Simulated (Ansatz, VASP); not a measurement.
**One calculation of HgTe, two programs**

The input INCAR:

```
PREC = Accurate ; ENCUT = 520
EDIFF = 1E-6 ; ISMEAR = 0
SIGMA = 0.15 ; LREAL = F
LASPH = T ; NELM = 100
ALGO = Normal ; ISIF = 2
LWAVE = F ; LCHARG = F
GGA = PS ; NBANDS = 16
```

Contents of KPOINTS:

```
Automatic mesh
0
Gamma
  14 14 14
```

File POSCAR:

```
HgTe
1.0
    0.0000000000      3.1267950000      3.3202050000
    3.1267950000      0.0000000000      3.3202050000
    3.1267950000      3.1267950000      0.0000000000
Hg Te
1 1
Direct
    0.0000000000      0.0000000000      0.0000000000
    0.7500000000      0.7500000000      0.7500000000
```

Input for Ansatz:

```yaml
crystal:
  lattice:
    - [0.0, 3.126795, 3.320205]
    - [3.126795, 0.0, 3.320205]
    - [3.126795, 3.126795, 0.0]
  atoms:
    - { symbol: Hg, position: [0.0, 0.0, 0.0] }
    - { symbol: Te, position: [0.75, 0.75, 0.75] }
basis:
  ecutwfc: 420
kpoints:
  mp_grid: { grid: [14, 14, 14] }
hamiltonian:
  xc: pbesol
scf:
  occupations: { method: gaussian, width: 0.15 }
output:
  forces: true
  stress: true
  eigenvalues: true
```

Change from the starting cell: strain -0.030 along x and y, +0.030 along z, atoms carried along.

Alike in both runs: task single point; functional PBEsol; k mesh 14 × 14 × 14; occupations gaussian, width 0.15 eV; no spin polarisation.

```csv
,VASP,Ansatz
version,VASP 6.6.1,Ansatz 0.2.0
potentials or method,"VASP PAW PBE potentials, release 64 (Hg, Te), cutoff 520 eV","scalar-relativistic, plane waves, PAW"
valence electrons in the cell,18,36
```

VASP gave:

```
gap on the k mesh at the Fermi level (eV)                     : none
pressure (GPa)                                                : 3.0
traceless stress, the component that is largest in VASP (GPa) : -0.63
```

**Question.** Which values does Ansatz return?

**Answer.** gap on the k mesh at the Fermi level (eV): none; pressure (GPa): 2.9; traceless stress, the component that is largest in VASP (GPa): -0.63.

VASP's potentials were made for PBE, not for PBEsol. A gap of «none» marks a metal or a gap that the smearing closes. With one functional, cell and mesh, what is left measures potentials, basis and numerics. VASP's potentials hold 18 valence electrons a cell and Ansatz's 36, so a difference there can come from the potentials and not from the codes.

Neither program's run includes spin-orbit coupling.
